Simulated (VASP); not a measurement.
# HgTe (F-43m) in VASP: a series of runs, part 2 of 2

VASP 6.6.1. The steps go on from the part before.

### Step 3. Electric field gradients, PBE (volume scaled by 1.06)

Contents of INCAR:

```
PREC     = Accurate       # precision mode
ENCUT    = 520            # plane-wave cutoff, eV
EDIFF    = 1E-8           # SCF threshold, eV
ISMEAR   = -1             # smearing method
SIGMA    = 0.05           # smearing width, eV
LREAL    = F              # projectors in reciprocal space
LASPH    = T              # aspherical terms in the spheres
NELM     = 80             # most SCF steps
ALGO     = Normal         # electronic algorithm
ISIF     = 2              # what is computed and relaxed
LWAVE    = F              # write WAVECAR
LCHARG   = F              # write CHGCAR
GGA      = PE             # functional
LEFG     = T            
NBANDS   = 16             # bands
```

Contents of KPOINTS:

```
regular mesh
0
Gamma
  9 9 9
```

Contents of POSCAR:

```
HgTe
1.0
    0.0000000000      3.2867219331      3.2867219331
    3.2867219331      0.0000000000      3.2867219331
    3.2867219331      3.2867219331      0.0000000000
Hg Te
1 1
Direct
    0.0000000000      0.0000000000      0.0000000000
    0.7500000000      0.7500000000      0.7500000000
```

Potentials or basis: VASP PAW PBE potentials, release 64 (Hg, Te).

The run is started by

```
cat potpaw_PBE.64/Hg/POTCAR potpaw_PBE.64/Te/POTCAR > POTCAR
mpirun -np 1 vasp_std > vasp.out
```

OUTCAR:

```text
PREC = Accurate
   ENCUT = 520
   EDIFF = 1E-8
   ISMEAR = -1
   LREAL = F
   LASPH = T
   NELM = 80
   ISIF = 2
   GGA = PE

 ion  position               nearest neighbor table
   1  0.000  0.000  0.000-   2 2.85   2 2.85   2 2.85   2 2.85
   2  0.750  0.750  0.750-   1 2.85   1 2.85   1 2.85   1 2.85

  LATTYP: Found a face centered cubic cell.
 ALAT       =     6.5734438662

  Lattice vectors:

 A1 = (   0.0000000000,   3.2867219331,   3.2867219331)
 A2 = (   3.2867219331,   0.0000000000,   3.2867219331)
 A3 = (   3.2867219331,   3.2867219331,   0.0000000000)

Analysis of symmetry for initial positions (statically):
=====================================================================
 Subroutine PRICEL returns:
 Original cell was already a primitive cell.

 Routine SETGRP: Setting up the symmetry group for a
 face centered cubic supercell.

 Subroutine GETGRP returns: Found 24 space group operations
 (whereof 24 operations were pure point group operations)
 out of a pool of 48 trial point group operations.

The static configuration has the point symmetry T_d .

Analysis of symmetry for dynamics (positions and initial velocities):
=====================================================================
 Subroutine PRICEL returns:
 Original cell was already a primitive cell.

 Routine SETGRP: Setting up the symmetry group for a
 face centered cubic supercell.

 Subroutine GETGRP returns: Found 24 space group operations
 (whereof 24 operations were pure point group operations)
 out of a pool of 48 trial point group operations.

The dynamic configuration has the point symmetry T_d .

 Subroutine INISYM returns: Found 24 space group operations
 (whereof 24 operations are pure point group operations),
 and found     1 'primitive' translations

----------------------------------------------------------------------------------------

                                     Primitive cell

  volume of cell :      71.0099

  direct lattice vectors                    reciprocal lattice vectors
     0.000000000  3.286721933  3.286721933    -0.152127259  0.152127259  0.152127259
     3.286721933  0.000000000  3.286721933     0.152127259 -0.152127259  0.152127259
     3.286721933  3.286721933  0.000000000     0.152127259  0.152127259 -0.152127259

  length of vectors
     4.648126734  4.648126734  4.648126734     0.263492142  0.263492142  0.263492142

  position of ions in fractional coordinates (direct lattice)
     0.000000000  0.000000000  0.000000000
     0.750000000  0.750000000  0.750000000

  ion indices of the primitive-cell ions
   primitive index   ion index
                 1           1
                 2           2

----------------------------------------------------------------------------------------

 KPOINTS: regular mesh
[... 67 lines left out ...]
   NELM   =     80;   NELMIN=  2; NELMDL= -5     # of ELM steps
   EDIFF  = 0.1E-07   stopping-criterion for ELM
   LREAL  =      F    real-space projection
   EDIFFG = 0.1E-06   stopping-criterion for IOM
   NSW    =      0    number of steps for IOM
   IBRION =     -1    ionic relax: 0-MD 1-quasi-New 2-CG
   NFREE  =      0    steps in history (QN), initial steepest desc. (CG)
   ISIF   =      2    stress and relaxation
   ISYM   =      2    0-nonsym 1-usesym 2-fastsym
   POTIM  = 0.5000    time-step for ionic-motion
   TEBEG  =    0.0;   TEEND  =   0.0 temperature during run
   PSTRESS=    0.0 pullay stress
   NELECT =      18.0000    total number of electrons
   NUPDOWN=      -1.0000    fix difference up-down
   EMIN   =  10.00;   EMAX   =-10.00  energy-range for DOS
   EFERMI =   0.00;   METHOD = LEGACY
   ISMEAR =    -1;   SIGMA  =   0.05  broadening in eV -4-tet -1-fermi 0-gaus
   EFERMI_NEDOS =   21; number of points for ismear=-14 and -15
   IALGO  =     38    algorithm
   IMIX   =      4    mixing-type and parameters
     AMIX     =   0.40;   BMIX     =  1.00
     AMIX_MAG =   1.60;   BMIX_MAG =  1.00
  volume/ion in A,a.u.               =      35.50       239.60
  Fermi-wavevector in a.u.,A,eV,Ry     =   1.036079  1.957905 14.605295  1.073459
  Thomas-Fermi vector in A             =   2.170452
   LORBIT       =      0    0 simple, 1 ext, 2 COOP (PROOUT), +10 PAW based schemes
   GGA     = PE    functional components
[... 5 lines left out ...]
 non-spin polarized calculation
  energy-cutoff  :      520.00
  volume of cell :       71.01
 maximum number of plane-waves:      1932
   NGX = 17   NGY = 17   NGZ = 17

 number of electron      18.0000001 magnetization

 Free energy of the ion-electron system (eV)
  ---------------------------------------------------
  ext. energy  EPLUGINS =         0.00000000
  ---------------------------------------------------
  free energy    TOTEN  =        -3.63978186 eV

  energy without entropy =       -3.63928531  energy(sigma->0) =       -3.63953358

 E-fermi :   2.6477     XC(G=0):  -8.5146

 val. band max:        2.5776924682   @ k =   0.0000   0.0000   0.0000
 cond. band min:       3.1165483122   @ k =   0.1111   0.0000   0.0000
 fundamental gap:      0.5388558440
 Fermi energy:         2.6477207241

 k-point     1 :       0.0000    0.0000    0.0000
  band No.  band energies     occupation
      1      -9.0603      2.00000
      2      -4.4945      2.00000
      3      -4.4945      2.00000
      4      -4.4945      2.00000
      5      -4.0238      2.00000
      6      -4.0238      2.00000
[... 433 lines left out ...]
      3      -4.2044      2.00000
      4      -4.2044      2.00000
      5      -3.9702      2.00000
      6      -3.7089      2.00000
[... 8 lines left out ...]
     15      12.8023      0.00000
     16      14.2105      0.00000

 [... further k-points ...]

------------------------ aborting loop because EDIFF is reached ----------------------------------------

  FORCE on cell =-STRESS in cart. coord.  units (eV):
  Direction    XX          YY          ZZ          XY          YZ          ZX
  --------------------------------------------------------------------------------------
  -------------------------------------------------------------------------------------
  Total        0.6089358      0.6089358      0.6089358     -0.0000000      0.0000000      0.0000000
  in kB       13.7392563     13.7392563     13.7392563     -0.0000000      0.0000000      0.0000000
  external PRESSURE =      13.7392563 kB  Pullay stress =       0.0000000 kB

 VOLUME and BASIS-vectors are now :
 -----------------------------------------------------------------------------
  energy-cutoff  :      520.00
  volume of cell :       71.01
      direct lattice vectors                 reciprocal lattice vectors
     0.000000000  3.286721933  3.286721933    -0.152127259  0.152127259  0.152127259
     3.286721933  0.000000000  3.286721933     0.152127259 -0.152127259  0.152127259
     3.286721933  3.286721933  0.000000000     0.152127259  0.152127259 -0.152127259

 POSITION                                       TOTAL-FORCE (eV/Angst)
 -----------------------------------------------------------------------------------
      0.00000      0.00000      0.00000         0.000000      0.000000      0.000000
      4.93008      4.93008      4.93008        -0.000000     -0.000000     -0.000000
 -----------------------------------------------------------------------------------
    total drift:                                0.000000      0.000000      0.000000

  FREE ENERGIE OF THE ION-ELECTRON SYSTEM (eV)
  ---------------------------------------------------
  free  energy   TOTEN  =        -3.6397818566 eV

  energy  without entropy=       -3.6392853090  energy(sigma->0) =       -3.63953358

 Electric field gradients (V/A^2)
---------------------------------------------------------------------
 ion       V_xx      V_yy      V_zz      V_xy      V_xz      V_yz
---------------------------------------------------------------------
   1       0.000    -0.000    -0.000     0.000     0.000     0.000
   2      -0.000    -0.000    -0.000    -0.000    -0.000    -0.000
---------------------------------------------------------------------

 Electric field gradients after diagonalization (V/A^2)
 (convention: |V_zz| > |V_xx| > |V_yy|)
----------------------------------------------------------------------
 ion       V_xx      V_yy      V_zz     asymmetry (V_yy - V_xx)/ V_zz
----------------------------------------------------------------------
   1      -0.000    -0.000     0.001       0.000
   2       0.000     0.000    -0.000       0.000
----------------------------------------------------------------------

           NMR quadrupolar parameters

 Cq : quadrupolar parameter    Cq=e*Q*V_zz/h
 eta: asymmetry parameters     (V_yy - V_xx)/ V_zz
 Q  : nuclear electric quadrupole moment in mb (millibarn)
----------------------------------------------------------------------
 ion       Cq(MHz)       eta       Q (mb)
----------------------------------------------------------------------
   1       0.000       0.000       1.000
   2      -0.000       0.000       1.000
----------------------------------------------------------------------
```

Wall time 45 s (1 thread of Intel Xeon Platinum 8488C (Sapphire Rapids), shared host); peak memory 0.22 GiB.

What came out:

* Free energy: -3.6398 eV
* Pressure: 1.4 GPa
* Band gap on the k mesh: zero (filled and empty bands touch)

Levels at points of the mesh, in eV from the Fermi level:
```
           k point  band 6  band 7  band 8  band 9  band 10  band 11  band 12  band 13
(0.00, 0.00, 0.00)   -6.67   -0.92   -0.07   -0.07    -0.07     4.25     4.25     4.25
```

Caveat: without QUAD_EFG the Cq values of the log hold for a quadrupole moment of 1 mb, not for the nuclei; spin-orbit coupling is left out, which moves the levels of the heavy elements.
